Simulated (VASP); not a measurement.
# PbS in VASP: further runs

The runs below take PbS through single point, with PBE+D3(BJ).

Program: VASP 6.6.1. These are calculated values, not measurements. Logs are shortened: lines on timing, memory, paths and dates and some standing lists are left out, and cuts for length are marked.

## 1. The cell of the first run

The cell holds a slab with vacuum, 4 atoms: a = 4.250 Å, b = 4.250 Å, c = 12.048 Å, α = 90.00°, β = 90.00°, γ = 89.97°.

## 2. Single point, PBE+D3(BJ) (the distance across one plane changed)

Input file INCAR:

```
  ALGO = Normal
  EDIFF = 1E-6
  ENCUT = 500
  GGA = PE
  GGA_COMPAT = False
  ISIF = 2
  ISMEAR = 0
  IVDW = 12
  LASPH = True
  LCHARG = True
  LELF = True
  LREAL = False
  LVHAR = True
  LWAVE = False
  NBANDS = 28
  NELM = 120
  PREC = Accurate
  SIGMA = 0.05
```

Input file KPOINTS:

```
k-points
0
Gamma
  6 6 3
```

Input file POSCAR:

```
PbS
1.0
    0.0000000000     -3.0043750300     -3.0061807900
    0.0000000000      3.0043750300     -3.0061807900
   12.0482770800      0.0000000000      0.0000000000
Pb S
2 2
Direct
    0.7433619700      0.2433619700      0.5857014799
    0.2433619700      0.7433619700      0.3520489557
    0.2356380300      0.7356380300      0.5754742330
    0.7356380300      0.2356380300      0.3622762026
```

Potentials or basis: VASP PAW PBE potentials, release 64 (Pb_d, S).

Run with:

```bash
cat potpaw_PBE.64/Pb_d/POTCAR potpaw_PBE.64/S/POTCAR > POTCAR
mpirun -np 1 vasp_std > vasp.out
```

OUTCAR:

```text
EDIFF = 1E-6
   ENCUT = 500
   GGA = PE
   ISIF = 2
   ISMEAR = 0
   IVDW = 12
   LASPH = True
   LREAL = False
   NELM = 120
   PREC = Accurate
 IVDW          = 12

 ion  position               nearest neighbor table
   1  0.743  0.243  0.586-   4 2.69   3 2.96   3 3.01   3 3.01   3 3.06   2 4.12   2 4.12   2 4.12
                             2 4.12
   2  0.243  0.743  0.352-   3 2.69   4 2.96   4 3.01   4 3.01   4 3.06   1 4.12   1 4.12   1 4.12
                             1 4.12
   3  0.236  0.736  0.575-   2 2.69   1 2.96   1 3.01   1 3.01   1 3.06
   4  0.736  0.236  0.362-   1 2.69   2 2.96   2 3.01   2 3.01   2 3.06

  LATTYP: Found a base centered orthorhombic cell.
 ALAT       =     6.0087500600
 B/A-ratio  =     1.0006010435
 C/A-ratio  =     2.0051220237

  Lattice vectors:

 A1 = (   0.0000000000,  -3.0043750300,   3.0061807900)
 A2 = (   0.0000000000,  -3.0043750300,  -3.0061807900)
 A3 = (  12.0482770800,   0.0000000000,   0.0000000000)

Analysis of symmetry for initial positions (statically):
=====================================================================
 Subroutine PRICEL returns:
 Original cell was already a primitive cell.

 Routine SETGRP: Setting up the symmetry group for a
 base centered orthorhombic supercell.

 Subroutine GETGRP returns: Found  4 space group operations
 (whereof  1 operations were pure point group operations)
 out of a pool of  8 trial point group operations.

The static configuration has the point symmetry C_1 .
 The point group associated with its full space group is C_2v.

Analysis of symmetry for dynamics (positions and initial velocities):
=====================================================================
 Subroutine PRICEL returns:
 Original cell was already a primitive cell.

 Routine SETGRP: Setting up the symmetry group for a
 base centered orthorhombic supercell.

 Subroutine GETGRP returns: Found  4 space group operations
 (whereof  1 operations were pure point group operations)
 out of a pool of  8 trial point group operations.

The dynamic configuration has the point symmetry C_1 .
 The point group associated with its full space group is C_2v.

 Subroutine INISYM returns: Found  4 space group operations
 (whereof  1 operations are pure point group operations),
 and found     1 'primitive' translations

----------------------------------------------------------------------------------------

                                     Primitive cell

  volume of cell :     217.6327

  direct lattice vectors                    reciprocal lattice vectors
     0.000000000 -3.004375030 -3.006180790     0.000000000 -0.166423963 -0.166323995
     0.000000000  3.004375030 -3.006180790     0.000000000  0.166423963 -0.166323995
    12.048277080  0.000000000  0.000000000     0.082999419  0.000000000  0.000000000

  length of vectors
     4.250104971  4.250104971 12.048277080     0.235288349  0.235288349  0.082999419

  position of ions in fractional coordinates (direct lattice)
     0.743361970  0.243361970  0.585701480
     0.243361970  0.743361970  0.352048956
     0.235638030  0.735638030  0.575474233
     0.735638030  0.235638030  0.362276203

  ion indices of the primitive-cell ions
   primitive index   ion index
                 1           1
                 2           2
                 3           3
                 4           4

----------------------------------------------------------------------------------------

 KPOINTS: k-points

Automatic generation of k-mesh.
 Grid dimensions read from file:
 generate k-points for:    6    6    3

 Generating k-lattice:

  Cartesian coordinates                     Fractional coordinates (reciprocal lattice)
     0.000000000 -0.027737327 -0.027720666     0.166666667  0.000000000  0.000000000
     0.000000000  0.027737327 -0.027720666     0.000000000  0.166666667  0.000000000
     0.027666473  0.000000000  0.000000000     0.000000000  0.000000000  0.333333333

  Length of vectors
     0.039214725  0.039214725  0.027666473

  Shift w.r.t. Gamma in fractional coordinates (k-lattice)
     0.000000000  0.000000000  0.000000000

 Subroutine IBZKPT returns following result:
 ===========================================

 Found     26 irreducible k-points:

 Following reciprocal coordinates:
            Coordinates               Weight
  0.000000  0.000000  0.000000      1.000000
  0.166667  0.000000  0.000000      4.000000
  0.333333  0.000000  0.000000      4.000000
  0.500000  0.000000  0.000000      2.000000
  0.166667  0.166667  0.000000      2.000000
  0.333333  0.166667  0.000000      4.000000
[... 16 lines left out ...]
  0.333333  0.333333  0.333333      4.000000
  0.500000  0.333333  0.333333      8.000000
 [... further k-points ...]
   k-points           NKPTS =     26   k-points in BZ     NKDIM =     26   number of bands    NBANDS=     28
   number of dos      NEDOS =    301   number of ions     NIONS =      4
   total plane-waves  NPLWV =  92160
   dimension x,y,z NGX =    32 NGY =   32 NGZ =   90
   dimension x,y,z NGXF=    64 NGYF=   64 NGZF=  180
   ions per type =               2   2
   NGX,Y,Z   is equivalent  to a cutoff of  12.52, 12.52, 12.42 a.u.
   NGXF,Y,Z  is equivalent  to a cutoff of  25.03, 25.03, 24.84 a.u.
 SYSTEM =  unknown system
   PREC   = accura    normal or accurate (medium, high low for compatibility)
   ISTART =      0    job   : 0-new  1-cont  2-samecut
   ICHARG =      2    charge: 1-file 2-atom 10-const
   ISPIN  =      1    spin polarized calculation?
   LNONCOLLINEAR =      F non collinear calculations
   LSORBIT =      F    spin-orbit coupling
   LASPH  =      T    aspherical Exc in radial PAW
   ENCUT  =  500.0 eV  36.75 Ry    6.06 a.u.   7.75  7.75 21.97*2*pi/ulx,y,z
   NELM   =    120;   NELMIN=  2; NELMDL= -5     # of ELM steps
   EDIFF  = 0.1E-05   stopping-criterion for ELM
   LREAL  =      F    real-space projection
   EDIFFG = 0.1E-04   stopping-criterion for IOM
   NSW    =      0    number of steps for IOM
   IBRION =     -1    ionic relax: 0-MD 1-quasi-New 2-CG
   NFREE  =      0    steps in history (QN), initial steepest desc. (CG)
   ISIF   =      2    stress and relaxation
   ISYM   =      2    0-nonsym 1-usesym 2-fastsym
   POTIM  = 0.5000    time-step for ionic-motion
   TEBEG  =    0.0;   TEEND  =   0.0 temperature during run
   PSTRESS=    0.0 pullay stress
   NELECT =      40.0000    total number of electrons
   NUPDOWN=      -1.0000    fix difference up-down
   EMIN   =  10.00;   EMAX   =-10.00  energy-range for DOS
   EFERMI =   0.00;   METHOD = LEGACY
   ISMEAR =     0;   SIGMA  =   0.05  broadening in eV -4-tet -1-fermi 0-gaus
   EFERMI_NEDOS =   21; number of points for ismear=-14 and -15
   IALGO  =     38    algorithm
   IMIX   =      4    mixing-type and parameters
     AMIX     =   0.40;   BMIX     =  1.00
     AMIX_MAG =   1.60;   BMIX_MAG =  1.00
  volume/ion in A,a.u.               =      54.41       367.16
  Fermi-wavevector in a.u.,A,eV,Ry     =   0.930794  1.758945 11.787773  0.866377
  Thomas-Fermi vector in A             =   2.057219
   LORBIT       =      0    0 simple, 1 ext, 2 COOP (PROOUT), +10 PAW based schemes
   GGA     = PE    functional components
   LHFCALC =     F    Hartree Fock is set to
   AEXX    =    0.0000 exact exchange contribution
   IVDW    =    12    specifies the selected vdW correction
   LEPSILON=     F    determine dielectric tensor
   LRPA    =     F    only Hartree local field effects (RPA)
 non-spin polarized calculation
 Gauss-broadening in eV      SIGMA  =   0.05
  energy-cutoff  :      500.00
  volume of cell :      217.63
 maximum number of plane-waves:      5541
   NGX = 15   NGY = 15   NGZ = 43

 number of electron      39.9999991 magnetization

 Free energy of the ion-electron system (eV)
  ---------------------------------------------------
  ext. energy  EPLUGINS =         0.00000000
  ---------------------------------------------------
  free energy    TOTEN  =       -17.30630227 eV

  energy without entropy =      -17.30630227  energy(sigma->0) =      -17.30630227

 E-fermi :   0.1484     XC(G=0):  -5.5246

 val. band max:       -0.1163728492   @ k =   0.3333   0.0000   0.3333
 cond. band min:       1.9583291394   @ k =   0.5000   0.0000   0.3333
 fundamental gap:      2.0747019886
 Fermi energy:         0.1484478168

 k-point     1 :       0.0000    0.0000    0.0000
  band No.  band energies     occupation
      1     -16.2372      2.00000
      2     -16.1455      2.00000
      3     -16.1283      2.00000
      4     -16.1199      2.00000
      5     -16.1072      2.00000
      6     -16.1040      2.00000
[... 20 lines left out ...]
     27       6.2308      0.00000
     28       6.2642      0.00000

 k-point     2 :       0.1667    0.0000    0.0000
  band No.  band energies     occupation
      1     -16.2227      2.00000
      2     -16.1375      2.00000
      3     -16.1261      2.00000
      4     -16.1170      2.00000
      5     -16.1140      2.00000
      6     -16.1092      2.00000
[... 20 lines left out ...]
     27       5.5270      0.00000
     28       6.3452      0.00000

 k-point     3 :       0.3333    0.0000    0.0000
  band No.  band energies     occupation
      1     -16.1902      2.00000
      2     -16.1362      2.00000
      3     -16.1261      2.00000
      4     -16.1230      2.00000
      5     -16.1208      2.00000
      6     -16.1072      2.00000
[... 20 lines left out ...]
     27       5.2109      0.00000
     28       6.6436      0.00000

 k-point     4 :       0.5000    0.0000    0.0000
  band No.  band energies     occupation
      1     -16.1583      2.00000
      2     -16.1583      2.00000
      3     -16.1304      2.00000
      4     -16.1304      2.00000
      5     -16.1109      2.00000
      6     -16.1109      2.00000
[... 578 lines left out ...]
     27       5.2595      0.00000
     28       6.2816      0.00000

 k-point    23 :       0.3333    0.3333    0.3333
  band No.  band energies     occupation
      1     -16.2091      2.00000
      2     -16.1900      2.00000
      3     -16.1193      2.00000
      4     -16.1175      2.00000
      5     -16.1092      2.00000
      6     -16.0933      2.00000
[... 20 lines left out ...]
     27       6.1060      0.00000
     28       6.1302      0.00000

 k-point    24 :       0.5000    0.3333    0.3333
  band No.  band energies     occupation
      1     -16.2125      2.00000
      2     -16.2124      2.00000
      3     -16.1206      2.00000
      4     -16.1204      2.00000
      5     -16.1013      2.00000
      6     -16.1011      2.00000
[... 20 lines left out ...]
     27       6.1173      0.00000
     28       6.1254      0.00000

 [... further k-points ...]

------------------------ aborting loop because EDIFF is reached ----------------------------------------

 Edisp (eV)   -0.90656

 E8    (eV) :    -0.4248

  FORCE on cell =-STRESS in cart. coord.  units (eV):
  Direction    XX          YY          ZZ          XY          YZ          ZX
  --------------------------------------------------------------------------------------
  -------------------------------------------------------------------------------------
  Total      -0.43508    -0.88145    -0.87920     0.00000     0.00000     0.00000
  in kB      -3.20301    -6.48913    -6.47255     0.00000     0.00000     0.00000
  external pressure =       -5.39 kB  Pullay stress =        0.00 kB

 VOLUME and BASIS-vectors are now :
 -----------------------------------------------------------------------------
  energy-cutoff  :      500.00
  volume of cell :      217.63
      direct lattice vectors                 reciprocal lattice vectors
     0.000000000 -3.004375030 -3.006180790     0.000000000 -0.166423963 -0.166323995
     0.000000000  3.004375030 -3.006180790     0.000000000  0.166423963 -0.166323995
    12.048277080  0.000000000  0.000000000     0.082999419  0.000000000  0.000000000

 POSITION                                       TOTAL-FORCE (eV/Angst)
 -----------------------------------------------------------------------------------
      7.05669     -1.50219     -2.96627        -0.051782      0.000000      0.005181
      4.24158      1.50219     -2.96627         0.051782      0.000000      0.005181
      6.93347      1.50219     -2.91983        -0.064059      0.000000     -0.005181
      4.36480     -1.50219     -2.91983         0.064059      0.000000     -0.005181
 -----------------------------------------------------------------------------------
    total drift:                                0.000040     -0.000000     -0.000330

  FREE ENERGIE OF THE ION-ELECTRON SYSTEM (eV)
  ---------------------------------------------------
  free  energy   TOTEN  =       -18.2128633158 eV

  energy  without entropy=      -18.2128633158  energy(sigma->0) =      -18.21286332
```

Wall time 4.4 min (1 thread of Intel Xeon 8259CL, shared host); peak memory 0.37 GiB.

Results:

* Free energy: -18.2129 eV
* Largest force: 0.064 eV/Å
* Band gap on the k mesh: 2.07 eV
* Dispersion energy per atom: -0.227 eV

Forces in eV/Å, atoms in the order of the input:
```
Pb  -0.052  0.000  0.005
Pb   0.052  0.000  0.005
S   -0.064  0.000 -0.005
S    0.064  0.000 -0.005
```

Levels at points of the mesh, in eV from the valence-band top:
| k point | band 16 | band 17 | band 18 | band 19 | band 20 | band 21 | band 22 | band 23 | band 24 | band 25 |
| --- | --- | --- | --- | --- | --- | --- | --- | --- | --- | --- |
| (0.00, 0.00, 0.00) | -2.29 | -2.29 | -1.23 | -1.23 | -0.15 | 2.27 | 3.88 | 5.07 | 5.41 | 5.42 |
| (0.50, 0.00, 0.00) | -1.62 | -0.89 | -0.89 | 0.00 | 0.00 | 2.08 | 2.08 | 3.14 | 3.14 | 3.60 |
| (0.50, 0.50, 0.00) | -3.90 | -2.55 | -2.54 | -1.26 | -1.25 | 4.24 | 4.25 | 5.30 | 5.30 | 5.74 |

Caveat: the cell differs from its parent crystal (the distance across one plane changed); spin-orbit coupling is left out, which moves the levels of the heavy elements.

## 3. Single point, PBE+D3(BJ) (the distance across one plane changed)

Input file INCAR:

```
ALGO = Normal
EDIFF = 1E-6
ENCUT = 500
GGA = PE
GGA_COMPAT = F
ISIF = 2
ISMEAR = 0
IVDW = 12
LASPH = T
LCHARG = T
LELF = T
LREAL = F
LVHAR = T
LWAVE = F
NBANDS = 28
NELM = 120
PREC = Accurate
SIGMA = 0.05
```

KPOINTS is that of step 2.

Input file POSCAR:

```
PbS
1.0
    0.0000000000     -3.0043750300     -3.0061807900
    0.0000000000      3.0043750300     -3.0061807900
   12.2982770800      0.0000000000      0.0000000000
Pb S
2 2
Direct
    0.7433619700      0.2433619700      0.5737953105
    0.2433619700      0.7433619700      0.3448924867
    0.2356380300      0.7356380300      0.5637759636
    0.7356380300      0.2356380300      0.3549118336
```

Potentials or basis: VASP PAW PBE potentials, release 64 (Pb_d, S).

Run with:

```bash
cat potpaw_PBE.64/Pb_d/POTCAR potpaw_PBE.64/S/POTCAR > POTCAR
mpirun -np 1 vasp_std > vasp.out
```

Run time: 4.8 min. Hardware: 1 thread of Intel Xeon 8259CL, shared host; peak memory 0.37 GiB.

Results (log left out):

```yaml
Free_energy: -18.2113 eV
Largest_force: 0.064 eV/Å
Band_gap_on_the_k_mesh: 2.07 eV
Dispersion_energy_per_atom: -0.226 eV
```

Forces on the atoms (eV/Å):
```
Pb  -0.052  0.000  0.005
Pb   0.052  0.000  0.005
S   -0.064  0.000 -0.005
S    0.064  0.000 -0.005
```

Levels at points of the mesh, in eV from the valence-band top:
```tsv
k point	band 17	band 18	band 19	band 20	band 21	band 22	band 23	band 24
(0.00, 0.00, 0.00)	-2.29	-1.23	-1.23	-0.15	2.26	3.89	5.07	5.41
(0.50, 0.00, 0.00)	-0.89	-0.89	0.00	0.00	2.08	2.08	3.14	3.14
(0.50, 0.50, 0.00)	-2.55	-2.54	-1.26	-1.25	4.24	4.25	5.30	5.30
```

Caveat: the cell differs from its parent crystal (the distance across one plane changed); spin-orbit coupling is left out, which moves the levels of the heavy elements.

## 4. Single point, PBE+D3(BJ)

This run uses another cell than the first one.

Input file INCAR:

```
SYSTEM = PbS
  ALGO = Normal
  EDIFF = 1E-6
  ENCUT = 500
  GGA = PE
  GGA_COMPAT = .False.
  ISIF = 2
  ISMEAR = 0
  IVDW = 12
  LASPH = .True.
  LCHARG = .False.
  LREAL = .False.
  LWAVE = .False.
  NBANDS = 28
  NELM = 120
  PREC = Accurate
  SIGMA = 0.05
```

Input file KPOINTS:

```
k-points
0
Gamma
  6 6 3
  0 0 0
```

POSCAR is that of step 3.

Run with:

```bash
cat potpaw_PBE.64/Pb_d/POTCAR potpaw_PBE.64/S/POTCAR > POTCAR
mpirun -np 1 vasp_std > vasp.out
```

It took 4.6 min on 1 thread of Intel Xeon 8259CL, shared host; peak memory 0.37 GiB.

The run converged. Its results:

| Property | Result |
| --- | --- |
| Free energy | -18.2113 eV |
| Largest force | 0.064 eV/Å |
| Band gap on the k mesh | 2.07 eV |
| Dispersion energy per atom | -0.226 eV |

Forces in eV/Å, atoms in the order of the input:
```
Pb  -0.052  0.000  0.005
Pb   0.052  0.000  0.005
S   -0.064  0.000 -0.005
S    0.064  0.000 -0.005
```

Levels at points of the mesh, in eV from the valence-band top:
```tsv
k point	band 17	band 18	band 19	band 20	band 21	band 22	band 23	band 24
(0.00, 0.00, 0.00)	-2.29	-1.23	-1.23	-0.15	2.26	3.89	5.07	5.41
(0.50, 0.00, 0.00)	-0.89	-0.89	0.00	0.00	2.08	2.08	3.14	3.14
(0.50, 0.50, 0.00)	-2.55	-2.54	-1.26	-1.25	4.24	4.25	5.30	5.30
```

Caveat: spin-orbit coupling is left out, which moves the levels of the heavy elements.
